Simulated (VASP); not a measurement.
# Ir (Fm-3m) in VASP: a series of runs

Runs on Ir. Level: PBEsol. Tasks: single point, relaxation of cell and atoms.

All numbers are computed with VASP 6.6.1; they aren't measurements. Logs are shortened: lines on timing, memory, paths and dates and some standing lists are left out, and cuts for length are marked.

**1. The cell of the first run**

The structure is cubic, space group Fm-3m (No. 225). The conventional cell has a = 3.808 Å, b = 3.808 Å, c = 3.808 Å, α = 90.00°, β = 90.00°, γ = 90.00°. Within 3.6 Å of Ir (site symmetry m-3m) lie 12 Ir at 2.69 Å.

**2. Single point, PBEsol**

INCAR reads:

```
SYSTEM = Ir
PREC = Accurate
ENCUT = 520
EDIFF = 1E-6
ISMEAR = -1
SIGMA = 0.05
LREAL = .False.
LASPH = .True.
NELM = 80
ALGO = Normal
ISIF = 2
LWAVE = .False.
LCHARG = .True.
GGA = PS
LELF = .True.
LVHAR = .True.
NBANDS = 10
```

KPOINTS reads:

```
Automatic mesh
0
Gamma
  24 24 24
  0 0 0
```

POSCAR reads:

```
Ir
1.0
    0.0000000000      1.9041475581      1.9041475581
    1.9041475581      0.0000000000      1.9041475581
    1.9041475581      1.9041475581      0.0000000000
Ir
1
Direct
    0.0000000000      0.0000000000      0.0000000000
```

Potentials or basis: VASP PAW PBE potentials, release 64 (Ir).

Started as:

```bash
cat potpaw_PBE.64/Ir/POTCAR > POTCAR
mpirun -np 1 vasp_std > vasp.out
```

OUTCAR:

```text
SYSTEM = Ir
   PREC = Accurate
   ENCUT = 520
   EDIFF = 1E-6
   ISMEAR = -1
   LREAL = .False.
   LASPH = .True.
   NELM = 80
   ISIF = 2
   GGA = PS

 ion  position               nearest neighbor table
   1  0.000  0.000  0.000-

  LATTYP: Found a face centered cubic cell.
 ALAT       =     3.8082951162

  Lattice vectors:

 A1 = (   0.0000000000,   1.9041475581,   1.9041475581)
 A2 = (   1.9041475581,   0.0000000000,   1.9041475581)
 A3 = (   1.9041475581,   1.9041475581,   0.0000000000)

Analysis of symmetry for initial positions (statically):
=====================================================================
 Subroutine PRICEL returns:
 Original cell was already a primitive cell.

 Routine SETGRP: Setting up the symmetry group for a
 face centered cubic supercell.

 Subroutine GETGRP returns: Found 48 space group operations
 (whereof 48 operations were pure point group operations)
 out of a pool of 48 trial point group operations.

The static configuration has the point symmetry O_h .

Analysis of symmetry for dynamics (positions and initial velocities):
=====================================================================
 Subroutine PRICEL returns:
 Original cell was already a primitive cell.

 Routine SETGRP: Setting up the symmetry group for a
 face centered cubic supercell.

 Subroutine GETGRP returns: Found 48 space group operations
 (whereof 48 operations were pure point group operations)
 out of a pool of 48 trial point group operations.

The dynamic configuration has the point symmetry O_h .

 Subroutine INISYM returns: Found 48 space group operations
 (whereof 48 operations are pure point group operations),
 and found     1 'primitive' translations

----------------------------------------------------------------------------------------

                                     Primitive cell

  volume of cell :      13.8080

  direct lattice vectors                    reciprocal lattice vectors
     0.000000000  1.904147558  1.904147558    -0.262584692  0.262584692  0.262584692
     1.904147558  0.000000000  1.904147558     0.262584692 -0.262584692  0.262584692
     1.904147558  1.904147558  0.000000000     0.262584692  0.262584692 -0.262584692

  length of vectors
     2.692871301  2.692871301  2.692871301     0.454810028  0.454810028  0.454810028

  position of ions in fractional coordinates (direct lattice)
     0.000000000  0.000000000  0.000000000

  ion indices of the primitive-cell ions
   primitive index   ion index
                 1           1

----------------------------------------------------------------------------------------

 KPOINTS: Automatic mesh

Automatic generation of k-mesh.
 Grid dimensions read from file:
 generate k-points for:   24   24   24

 Generating k-lattice:

  Cartesian coordinates                     Fractional coordinates (reciprocal lattice)
    -0.010941029  0.010941029  0.010941029     0.041666667  0.000000000  0.000000000
     0.010941029 -0.010941029  0.010941029     0.000000000  0.041666667  0.000000000
     0.010941029  0.010941029 -0.010941029     0.000000000  0.000000000  0.041666667

  Length of vectors
     0.018950418  0.018950418  0.018950418

  Shift w.r.t. Gamma in fractional coordinates (k-lattice)
     0.000000000  0.000000000  0.000000000

 Subroutine IBZKPT returns following result:
 ===========================================

 Found    413 irreducible k-points:

 Following reciprocal coordinates:
            Coordinates               Weight
  0.000000  0.000000  0.000000      1.000000
  0.041667  0.000000  0.000000      8.000000
  0.083333  0.000000  0.000000      8.000000
  0.125000  0.000000  0.000000      8.000000
  0.166667  0.000000  0.000000      8.000000
  0.208333  0.000000  0.000000      8.000000
[... 16 lines left out ...]
  0.416667  0.041667  0.000000     24.000000
  0.458333  0.041667  0.000000     24.000000
 [... further k-points ...]
   k-points           NKPTS =    413   k-points in BZ     NKDIM =    413   number of bands    NBANDS=     10
   number of dos      NEDOS =    301   number of ions     NIONS =      1
   total plane-waves  NPLWV =   8000
   dimension x,y,z NGX =    20 NGY =   20 NGZ =   20
   dimension x,y,z NGXF=    40 NGYF=   40 NGZF=   40
   ions per type =               1
   NGX,Y,Z   is equivalent  to a cutoff of  12.35, 12.35, 12.35 a.u.
   NGXF,Y,Z  is equivalent  to a cutoff of  24.69, 24.69, 24.69 a.u.
 SYSTEM =  Ir
   PREC   = accura    normal or accurate (medium, high low for compatibility)
   ISTART =      0    job   : 0-new  1-cont  2-samecut
   ICHARG =      2    charge: 1-file 2-atom 10-const
   ISPIN  =      1    spin polarized calculation?
   LNONCOLLINEAR =      F non collinear calculations
   LSORBIT =      F    spin-orbit coupling
   LASPH  =      T    aspherical Exc in radial PAW
   ENCUT  =  520.0 eV  38.22 Ry    6.18 a.u.   5.01  5.01  5.01*2*pi/ulx,y,z
   NELM   =     80;   NELMIN=  2; NELMDL= -5     # of ELM steps
   EDIFF  = 0.1E-05   stopping-criterion for ELM
   LREAL  =      F    real-space projection
[... 7 lines left out ...]
   TEBEG  =    0.0;   TEEND  =   0.0 temperature during run
   PSTRESS=    0.0 pullay stress
   NELECT =       9.0000    total number of electrons
   NUPDOWN=      -1.0000    fix difference up-down
   EMIN   =  10.00;   EMAX   =-10.00  energy-range for DOS
   EFERMI =   0.00;   METHOD = LEGACY
   ISMEAR =    -1;   SIGMA  =   0.05  broadening in eV -4-tet -1-fermi 0-gaus
   EFERMI_NEDOS =   21; number of points for ismear=-14 and -15
   IALGO  =     38    algorithm
   IMIX   =      4    mixing-type and parameters
     AMIX     =   0.40;   BMIX     =  1.00
     AMIX_MAG =   1.60;   BMIX_MAG =  1.00
  volume/ion in A,a.u.               =      13.81        93.18
  Fermi-wavevector in a.u.,A,eV,Ry     =   1.419423  2.682320 27.412484  2.014761
  Thomas-Fermi vector in A             =   2.540445
   LORBIT       =      0    0 simple, 1 ext, 2 COOP (PROOUT), +10 PAW based schemes
   GGA     = PS    functional components
   LHFCALC =     F    Hartree Fock is set to
   AEXX    =    0.0000 exact exchange contribution
   IVDW    =     0    specifies the selected vdW correction
   LEPSILON=     F    determine dielectric tensor
   LRPA    =     F    only Hartree local field effects (RPA)
 non-spin polarized calculation
  energy-cutoff  :      520.00
  volume of cell :       13.81
 maximum number of plane-waves:       388
   NGX =  9   NGY =  9   NGZ =  9

 number of electron       9.0000001 magnetization

 Free energy of the ion-electron system (eV)
  ---------------------------------------------------
  ext. energy  EPLUGINS =         0.00000000
  ---------------------------------------------------
  free energy    TOTEN  =        -9.81573320 eV

  energy without entropy =       -9.80835852  energy(sigma->0) =       -9.81204586

 E-fermi :  10.6782     XC(G=0): -14.2442

 val. band max:       10.6765304469   @ k =   0.4167   0.0833   0.0417
 cond. band min:      10.6843750060   @ k =  -0.3750   0.1250   0.0000
 fundamental gap:      0.0078445590
 Fermi energy:        10.6781825251

 k-point     1 :       0.0000    0.0000    0.0000
  band No.  band energies     occupation
      1      -0.7825      2.00000
      2       6.6238      2.00000
      3       6.6238      2.00000
      4       6.6238      2.00000
      5       9.4462      2.00000
      6       9.4462      2.00000
      7      24.9412      0.00000
      8      30.6612      0.00000
      9      30.6612      0.00000
     10      30.6612      0.00000

 k-point     2 :       0.0417    0.0000    0.0000
  band No.  band energies     occupation
      1      -0.7028      2.00000
      2       6.5794      2.00000
      3       6.6594      2.00000
      4       6.6594      2.00000
      5       9.4221      2.00000
      6       9.4221      2.00000
      7      25.0822      0.00000
      8      30.2034      0.00000
      9      30.7940      0.00000
     10      30.7940      0.00000

 k-point     3 :       0.0833    0.0000    0.0000
  band No.  band energies     occupation
      1      -0.4680      2.00000
      2       6.4572      2.00000
      3       6.7588      2.00000
      4       6.7588      2.00000
      5       9.3603      2.00000
      6       9.3603      2.00000
      7      25.4861      0.00000
      8      29.1952      0.00000
      9      31.1857      0.00000
     10      31.1857      0.00000

 k-point     4 :       0.1250    0.0000    0.0000
  band No.  band energies     occupation
      1      -0.0929      2.00000
      2       6.2885      2.00000
      3       6.8983      2.00000
      4       6.8983      2.00000
      5       9.2934      2.00000
      6       9.2934      2.00000
      7      26.0872      0.00000
      8      28.0455      0.00000
      9      31.8160      0.00000
     10      31.8160      0.00000

 k-point     5 :       0.1667    0.0000    0.0000
  band No.  band energies     occupation
      1       0.3935      2.00000
      2       6.1227      2.00000
      3       7.0335      2.00000
      4       7.0335      2.00000
      5       9.2763      2.00000
      6       9.2763      2.00000
      7      26.5680      0.00000
      8      27.1032      0.00000
      9      32.6516      0.00000
     10      32.6516      0.00000

 k-point     6 :       0.2083    0.0000    0.0000
  band No.  band energies     occupation
      1       0.9415      2.00000
      2       6.0274      2.00000
      3       7.1072      2.00000
      4       7.1072      2.00000
      5       9.3747      2.00000
      6       9.3747      2.00000
      7      25.6416      0.00000
      8      27.4715      0.00000
      9      33.6397      0.00000
     10      33.6397      0.00000

 k-point     7 :       0.2500    0.0000    0.0000
  band No.  band energies     occupation
      1       1.4728      2.00000
      2       6.0910      2.00000
      3       7.0863      2.00000
      4       7.0863      2.00000
      5       9.6243      2.00000
      6       9.6243      2.00000
      7      24.5194      0.00000
      8      27.5804      0.00000
      9      34.6425      0.00000
     10      34.6432      0.00000

 k-point     8 :       0.2917    0.0000    0.0000
  band No.  band energies     occupation
      1       1.8930      2.00000
      2       6.4066      2.00000
      3       6.9881      2.00000
      4       6.9881      2.00000
      5      10.0011      2.00000
      6      10.0011      2.00000
      7      23.3510      0.00000
      8      27.0690      0.00000
      9      34.7438      0.00000
     10      34.7439      0.00000

 k-point     9 :       0.3333    0.0000    0.0000
  band No.  band energies     occupation
      1       2.1456      2.00000
      2       6.8545      2.00000
      3       6.8545      2.00000
      4       7.0130      2.00000
      5      10.4453      1.98119
      6      10.4453      1.98119
      7      22.0981      0.00000
      8      26.2439      0.00000
      9      33.5608      0.00000
     10      33.5608      0.00000
[... 118 lines left out ...]
 k-point    19 :       0.2500    0.0417    0.0000
  band No.  band energies     occupation
      1       1.3703      2.00000
      2       5.9577      2.00000
      3       7.1068      2.00000
      4       7.1661      2.00000
      5       9.2644      2.00000
      6       9.8195      2.00000
      7      24.9826      0.00000
      8      27.7060      0.00000
      9      33.4321      0.00000
     10      34.2599      0.00000

 k-point    20 :       0.2917    0.0417    0.0000
  band No.  band energies     occupation
      1       1.8388      2.00000
      2       6.1652      2.00000
      3       6.9974      2.00000
      4       7.0959      2.00000
      5       9.6462      2.00000
      6      10.1612      1.99994
      7      23.8216      0.00000
      8      27.3769      0.00000
      9      33.6726      0.00000
     10      34.4784      0.00000

 k-point    21 :       0.3333    0.0417    0.0000
  band No.  band energies     occupation
      1       2.1493      2.00000
      2       6.6500      2.00000
      3       6.8493      2.00000
      4       6.9754      2.00000
      5      10.1372      1.99996
      6      10.5718      1.78725
      7      22.5761      0.00000
      8      26.6080      0.00000
      9      33.0012      0.00000
     10      34.1380      0.00000

 k-point    22 :       0.3750    0.0417    0.0000
  band No.  band energies     occupation
      1       2.2982      2.00000
      2       6.6925      2.00000
      3       6.8408      2.00000
      4       7.3905      2.00000
      5      10.6763      1.01917
      6      10.9864      0.00420
      7      21.2406      0.00000
      8      25.8095      0.00000
      9      32.0432      0.00000
     10      33.0224      0.00000

 k-point    23 :       0.4167    0.0417    0.0000
  band No.  band energies     occupation
      1       2.3429      2.00000
      2       6.5691      2.00000
      3       6.7194      2.00000
      4       8.2356      2.00000
      5      11.2083      0.00005
      6      11.3387      0.00000
      7      19.9092      0.00000
      8      25.1917      0.00000
      9      31.2278      0.00000
     10      31.9232      0.00000

 k-point    24 :       0.4583    0.0417    0.0000
  band No.  band energies     occupation
      1       2.3435      2.00000
      2       6.4865      2.00000
      3       6.6292      2.00000
      4       8.9918      2.00000
      5      11.5678      0.00000
      6      11.6730      0.00000
      7      18.7843      0.00000
      8      24.7993      0.00000
      9      30.7112      0.00000
     10      31.0742      0.00000

 [... further k-points ...]

------------------------ aborting loop because EDIFF is reached ----------------------------------------

  FORCE on cell =-STRESS in cart. coord.  units (eV):
  Direction    XX          YY          ZZ          XY          YZ          ZX
  --------------------------------------------------------------------------------------
  -------------------------------------------------------------------------------------
  Total        0.7043772      0.7043772      0.7043772      0.0000000      0.0000000      0.0000000
  in kB       81.7304798     81.7304798     81.7304798      0.0000000      0.0000000      0.0000000
  external PRESSURE =      81.7304798 kB  Pullay stress =       0.0000000 kB

 VOLUME and BASIS-vectors are now :
 -----------------------------------------------------------------------------
  energy-cutoff  :      520.00
  volume of cell :       13.81
      direct lattice vectors                 reciprocal lattice vectors
     0.000000000  1.904147558  1.904147558    -0.262584692  0.262584692  0.262584692
     1.904147558  0.000000000  1.904147558     0.262584692 -0.262584692  0.262584692
     1.904147558  1.904147558  0.000000000     0.262584692  0.262584692 -0.262584692

 POSITION                                       TOTAL-FORCE (eV/Angst)
 -----------------------------------------------------------------------------------
      0.00000      0.00000      0.00000         0.000000     -0.000000      0.000000
 -----------------------------------------------------------------------------------
    total drift:                                0.000000      0.000000      0.000000

  FREE ENERGIE OF THE ION-ELECTRON SYSTEM (eV)
  ---------------------------------------------------
  free  energy   TOTEN  =        -9.8157332033 eV

  energy  without entropy=       -9.8083585249  energy(sigma->0) =       -9.81204586
```

Run time: 70 s. Hardware: 1 thread of Intel Xeon 8259CL, shared host; peak memory 0.18 GiB.

What came out:

- Free energy: -9.8157 eV
- Pressure: 8.2 GPa
- Band gap on the k mesh: zero (an odd number of electrons rules out a gap without spin polarisation)

Caveat: the cell stands under pressure; the PAW data sets were made with another functional, which shifts forces and pressure a little; spin-orbit coupling is left out, which moves the levels of the heavy elements.

**3. Single point, PBEsol**

This run uses another cell than the first one, of 14.05 Å³/atom.

INCAR reads:

```
PREC = Accurate
ENCUT = 520
EDIFF = 1E-6
ISMEAR = -1
SIGMA = 0.05
LREAL = F
LASPH = T
NELM = 60
ALGO = Normal
ISIF = 2
LWAVE = F
LCHARG = F
GGA = PS
NBANDS = 10
```

KPOINTS reads:

```
Automatic mesh
0
Gamma
  24 24 24
```

POSCAR reads:

```
Ir
1.0
    0.0000000000      1.9152318222      1.9152318222
    1.9152318222      0.0000000000      1.9152318222
    1.9152318222      1.9152318222      0.0000000000
Ir
1
Direct
    0.0000000000      0.0000000000      0.0000000000
```

Potentials or basis: VASP PAW PBE potentials, release 64 (Ir).

Started as:

```bash
cat potpaw_PBE.64/Ir/POTCAR > POTCAR
mpirun -np 1 vasp_std > vasp.out
```

It took 62 s on 1 thread of Intel Xeon 8259CL, shared host; peak memory 0.18 GiB.

Results (log left out):

| Item | Value |
| --- | --- |
| Free energy | -9.8227 eV |
| Pressure | 1.0 GPa |
| Band gap on the k mesh | zero (an odd number of electrons rules out a gap without spin polarisation) |

Levels at points of the mesh, in eV from the Fermi level:
```csv
k point,band 1,band 2,band 3,band 4,band 5,band 6,band 7,band 8
"(0.00, 0.00, 0.00)",-11.27,-3.95,-3.95,-3.95,-1.20,-1.20,14.30,19.92
"(0.50, 0.00, 0.00)",-8.22,-4.05,-4.05,-0.84,0.91,0.91,7.29,13.83
"(0.50, 0.50, 0.00)",-8.03,-7.45,0.89,1.50,1.50,1.64,10.55,11.69
```

Caveat: the PAW data sets were made with another functional, which shifts forces and pressure a little; spin-orbit coupling is left out, which moves the levels of the heavy elements.

(Part 1 of 3 ends here.)
